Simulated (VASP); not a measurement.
# Ag (I4_1/amd) in VASP: single point with PBEsol

Aim: the single point of Ag with PBEsol.

All numbers are computed with VASP 6.6.1; they aren't measurements. Logs are shortened: lines on timing, memory, paths and dates and some standing lists are left out, and cuts for length are marked.

## (1) The cell of the first run

It takes space group I4_1/amd (No. 141, tetragonal). The conventional cell has a = 5.075 Å, b = 5.075 Å, c = 2.768 Å, α = 90.00°, β = 90.00°, γ = 90.00°. Ag (site symmetry -4m2) has 10 Ag at 2.63 to 3.28 Å within 3.5 Å.

## (2) Single point, PBEsol

The input, INCAR:

```
SYSTEM = Ag
PREC = Accurate
ENCUT = 500
EDIFF = 1E-6
ISMEAR = 0
SIGMA = 0.1
LREAL = .FALSE.
LASPH = .TRUE.
NELM = 120
ALGO = Normal
ISIF = 2
LWAVE = .FALSE.
LCHARG = .FALSE.
GGA = PS
NBANDS = 18
GGA_COMPAT = .FALSE.
```

The input, KPOINTS:

```
Automatic mesh
0
G
  8 8 8
  0 0 0
```

The input, POSCAR:

```
Ag
1.0
   -2.5374423559      2.5374423559      1.3842216450
    2.5374423559     -2.5374423559      1.3842216450
    2.5374423559      2.5374423559     -1.3842216450
Ag
2
Direct
    0.0000000000      0.0000000000      0.0000000000
    0.7500000000      0.2500000000      0.5000000000
```

Potentials or basis: VASP PAW PBE potentials, release 64 (Ag).

The run is started by

```console
cat potpaw_PBE.64/Ag/POTCAR > POTCAR
mpirun -np 1 vasp_std > vasp.out
```

OUTCAR:

```text
SYSTEM = Ag
   PREC = Accurate
   ENCUT = 500
   EDIFF = 1E-6
   ISMEAR = 0
   LREAL = .FALSE.
   LASPH = .TRUE.
   NELM = 120
   ISIF = 2
   GGA = PS

 ion  position               nearest neighbor table
   1  0.000  0.000  0.000-   2 2.63   2 2.63   2 2.63   2 2.63   2 3.28   2 3.28   2 3.28   2 3.28

   2  0.750  0.250  0.500-   1 2.63   1 2.63   1 2.63   1 2.63   1 3.28   1 3.28   1 3.28   1 3.28

  LATTYP: Found a body centered tetragonal cell.
 ALAT       =     5.0748847118
 C/A-ratio  =     0.5455184595

  Lattice vectors:

 A1 = (  -2.5374423559,   2.5374423559,   1.3842216450)
 A2 = (   2.5374423559,  -2.5374423559,   1.3842216450)
 A3 = (   2.5374423559,   2.5374423559,  -1.3842216450)

Analysis of symmetry for initial positions (statically):
=====================================================================
 Subroutine PRICEL returns:
 Original cell was already a primitive cell.

 Routine SETGRP: Setting up the symmetry group for a
 body centered tetragonal supercell.

 Subroutine GETGRP returns: Found 16 space group operations
 (whereof  8 operations were pure point group operations)
 out of a pool of 16 trial point group operations.

The static configuration has the point symmetry D_2d.
 The point group associated with its full space group is D_4h.

Analysis of symmetry for dynamics (positions and initial velocities):
=====================================================================
 Subroutine PRICEL returns:
 Original cell was already a primitive cell.

 Routine SETGRP: Setting up the symmetry group for a
 body centered tetragonal supercell.

 Subroutine GETGRP returns: Found 16 space group operations
 (whereof  8 operations were pure point group operations)
 out of a pool of 16 trial point group operations.

The dynamic configuration has the point symmetry D_2d.
 The point group associated with its full space group is D_4h.

 Subroutine INISYM returns: Found 16 space group operations
 (whereof  8 operations are pure point group operations),
 and found     1 'primitive' translations

----------------------------------------------------------------------------------------

                                     Primitive cell

  volume of cell :      35.6499

  direct lattice vectors                    reciprocal lattice vectors
    -2.537442356  2.537442356  1.384221645     0.000000000  0.197048811  0.361213829
     2.537442356 -2.537442356  1.384221645     0.197048811  0.000000000  0.361213829
     2.537442356  2.537442356 -1.384221645     0.197048811  0.197048811  0.000000000

  length of vectors
     3.846205530  3.846205530  3.846205530     0.411465265  0.411465265  0.278669101

  position of ions in fractional coordinates (direct lattice)
     0.000000000  0.000000000  0.000000000
     0.750000000  0.250000000  0.500000000

  ion indices of the primitive-cell ions
   primitive index   ion index
                 1           1
                 2           2

----------------------------------------------------------------------------------------

 KPOINTS: Automatic mesh

Automatic generation of k-mesh.
 Grid dimensions read from file:
 generate k-points for:    8    8    8

 Generating k-lattice:

  Cartesian coordinates                     Fractional coordinates (reciprocal lattice)
     0.000000000  0.024631101  0.045151729     0.125000000  0.000000000  0.000000000
     0.024631101  0.000000000  0.045151729     0.000000000  0.125000000  0.000000000
     0.024631101  0.024631101  0.000000000     0.000000000  0.000000000  0.125000000

  Length of vectors
     0.051433158  0.051433158  0.034833638

  Shift w.r.t. Gamma in fractional coordinates (k-lattice)
     0.000000000  0.000000000  0.000000000

 Subroutine IBZKPT returns following result:
 ===========================================

 Found     59 irreducible k-points:

 Following reciprocal coordinates:
            Coordinates               Weight
  0.000000  0.000000  0.000000      1.000000
  0.125000  0.000000 -0.000000      8.000000
  0.250000  0.000000 -0.000000      8.000000
  0.375000  0.000000 -0.000000      8.000000
  0.500000  0.000000 -0.000000      4.000000
  0.125000  0.125000 -0.000000      8.000000
[... 16 lines left out ...]
  0.250000  0.125000  0.125000     16.000000
  0.375000  0.125000  0.125000      8.000000
 [... further k-points ...]
   k-points           NKPTS =     59   k-points in BZ     NKDIM =     59   number of bands    NBANDS=     18
   number of dos      NEDOS =    301   number of ions     NIONS =      2
   total plane-waves  NPLWV =  21952
   dimension x,y,z NGX =    28 NGY =   28 NGZ =   28
   dimension x,y,z NGXF=    56 NGYF=   56 NGZF=   56
   ions per type =               2
   NGX,Y,Z   is equivalent  to a cutoff of  12.10, 12.10, 12.10 a.u.
   NGXF,Y,Z  is equivalent  to a cutoff of  24.21, 24.21, 24.21 a.u.
 SYSTEM =  Ag
   PREC   = accura    normal or accurate (medium, high low for compatibility)
   ISTART =      0    job   : 0-new  1-cont  2-samecut
   ICHARG =      2    charge: 1-file 2-atom 10-const
   ISPIN  =      1    spin polarized calculation?
   LNONCOLLINEAR =      F non collinear calculations
   LSORBIT =      F    spin-orbit coupling
   LASPH  =      T    aspherical Exc in radial PAW
   ENCUT  =  500.0 eV  36.75 Ry    6.06 a.u.   7.01  7.01  7.01*2*pi/ulx,y,z
   NELM   =    120;   NELMIN=  2; NELMDL= -5     # of ELM steps
   EDIFF  = 0.1E-05   stopping-criterion for ELM
   LREAL  =      F    real-space projection
   EDIFFG = 0.1E-04   stopping-criterion for IOM
   NSW    =      0    number of steps for IOM
   IBRION =     -1    ionic relax: 0-MD 1-quasi-New 2-CG
   NFREE  =      0    steps in history (QN), initial steepest desc. (CG)
   ISIF   =      2    stress and relaxation
   ISYM   =      2    0-nonsym 1-usesym 2-fastsym
   POTIM  = 0.5000    time-step for ionic-motion
   TEBEG  =    0.0;   TEEND  =   0.0 temperature during run
   PSTRESS=    0.0 pullay stress
   NELECT =      22.0000    total number of electrons
   NUPDOWN=      -1.0000    fix difference up-down
   EMIN   =  10.00;   EMAX   =-10.00  energy-range for DOS
   EFERMI =   0.00;   METHOD = LEGACY
   ISMEAR =     0;   SIGMA  =   0.10  broadening in eV -4-tet -1-fermi 0-gaus
   EFERMI_NEDOS =   21; number of points for ismear=-14 and -15
   IALGO  =     38    algorithm
   IMIX   =      4    mixing-type and parameters
     AMIX     =   0.40;   BMIX     =  1.00
     AMIX_MAG =   1.60;   BMIX_MAG =  1.00
  volume/ion in A,a.u.               =      17.82       120.29
  Fermi-wavevector in a.u.,A,eV,Ry     =   1.393787  2.633875 26.431250  1.942642
  Thomas-Fermi vector in A             =   2.517399
   LORBIT       =      0    0 simple, 1 ext, 2 COOP (PROOUT), +10 PAW based schemes
   GGA     = PS    functional components
   LHFCALC =     F    Hartree Fock is set to
   AEXX    =    0.0000 exact exchange contribution
   IVDW    =     0    specifies the selected vdW correction
   LEPSILON=     F    determine dielectric tensor
   LRPA    =     F    only Hartree local field effects (RPA)
 non-spin polarized calculation
 Gauss-broadening in eV      SIGMA  =   0.10
  energy-cutoff  :      500.00
  volume of cell :       35.65
 maximum number of plane-waves:       922
   NGX = 15   NGY = 15   NGZ = 15

 number of electron      21.9999994 magnetization

 Free energy of the ion-electron system (eV)
  ---------------------------------------------------
  ext. energy  EPLUGINS =         0.00000000
  ---------------------------------------------------
  free energy    TOTEN  =        -6.00771354 eV

  energy without entropy =       -6.00453167  energy(sigma->0) =       -6.00612261

 E-fermi :   7.6415     XC(G=0): -12.0935

 val. band max:        7.6032598583   @ k =   0.3750   0.2500  -0.0000
 cond. band min:       7.6834858028   @ k =  -0.3750   0.3750   0.3750
 fundamental gap:      0.0802259445
 Fermi energy:         7.6414670702

 k-point     1 :       0.0000    0.0000    0.0000
  band No.  band energies     occupation
      1       0.1674      2.00000
      2       1.2585      2.00000
      3       1.5161      2.00000
      4       2.0373      2.00000
      5       2.2378      2.00000
      6       3.9787      2.00000
[... 10 lines left out ...]
     17      23.5483      0.00000
     18      27.0375      0.00000

 k-point     2 :       0.1250    0.0000   -0.0000
  band No.  band energies     occupation
      1       0.6118      2.00000
      2       1.4245      2.00000
      3       1.5764      2.00000
      4       2.3652      2.00000
      5       2.4432      2.00000
      6       3.5000      2.00000
[... 10 lines left out ...]
     17      23.1805      0.00000
     18      24.0137      0.00000

 k-point     3 :       0.2500    0.0000   -0.0000
  band No.  band energies     occupation
      1       1.5423      2.00000
      2       1.7421      2.00000
      3       1.7939      2.00000
      4       2.8016      2.00000
      5       2.8859      2.00000
      6       2.9995      2.00000
[... 10 lines left out ...]
     17      21.1607      0.00000
     18      21.2059      0.00000

 k-point     4 :       0.3750    0.0000   -0.0000
  band No.  band energies     occupation
      1       1.6435      2.00000
      2       1.8045      2.00000
      3       2.0112      2.00000
      4       2.4975      2.00000
      5       2.9103      2.00000
      6       3.4900      2.00000
[... 375 lines left out ...]
      4       2.5991      2.00000
      5       2.7401      2.00000
      6       3.4371      2.00000
[... 10 lines left out ...]
     17      22.1723      0.00000
     18      22.2514      0.00000

 k-point    23 :       0.2500    0.1250    0.1250
  band No.  band energies     occupation
      1       1.5716      2.00000
      2       1.7334      2.00000
      3       2.3004      2.00000
      4       2.4994      2.00000
      5       2.8182      2.00000
      6       3.3714      2.00000
[... 10 lines left out ...]
     17      20.8281      0.00000
     18      21.1643      0.00000

 k-point    24 :       0.3750    0.1250    0.1250
  band No.  band energies     occupation
      1       1.5055      2.00000
      2       1.6814      2.00000
      3       2.0223      2.00000
      4       2.6983      2.00000
      5       2.7169      2.00000
      6       3.5584      2.00000
[... 10 lines left out ...]
     17      20.4287      0.00000
     18      23.4917      0.00000

 [... further k-points ...]

------------------------ aborting loop because EDIFF is reached ----------------------------------------

  FORCE on cell =-STRESS in cart. coord.  units (eV):
  Direction    XX          YY          ZZ          XY          YZ          ZX
  --------------------------------------------------------------------------------------
  -------------------------------------------------------------------------------------
  Total        1.4669362      1.4669362     -0.7390392      0.0000000      0.0000000      0.0000000
  in kB       65.9270772     65.9270772    -33.2139139      0.0000000      0.0000000      0.0000000
  external PRESSURE =      32.8800802 kB  Pullay stress =       0.0000000 kB

 VOLUME and BASIS-vectors are now :
 -----------------------------------------------------------------------------
  energy-cutoff  :      500.00
  volume of cell :       35.65
      direct lattice vectors                 reciprocal lattice vectors
    -2.537442356  2.537442356  1.384221645     0.000000000  0.197048811  0.361213829
     2.537442356 -2.537442356  1.384221645     0.197048811  0.000000000  0.361213829
     2.537442356  2.537442356 -1.384221645     0.197048811  0.197048811  0.000000000

 POSITION                                       TOTAL-FORCE (eV/Angst)
 -----------------------------------------------------------------------------------
      0.00000      0.00000      0.00000         0.000000     -0.000000      0.000000
     -0.00000      2.53744      0.69211        -0.000000      0.000000     -0.000000
 -----------------------------------------------------------------------------------
    total drift:                               -0.000000      0.000000      0.000000

  FREE ENERGIE OF THE ION-ELECTRON SYSTEM (eV)
  ---------------------------------------------------
  free  energy   TOTEN  =        -6.0077135414 eV

  energy  without entropy=       -6.0045316747  energy(sigma->0) =       -6.00612261
```

Run time: 54 s. Hardware: 1 thread of Intel Xeon 8259CL, shared host; peak memory 0.17 GiB.

What came out:

```
Free energy            : -6.0077 eV
Pressure               : 3.3 GPa
Band gap on the k mesh : zero (band 11 reaches 9.93 eV, above the bottom of band 12 at 5.08 eV)
```

Caveat: the PAW data sets were made with another functional, which shifts forces and pressure a little.
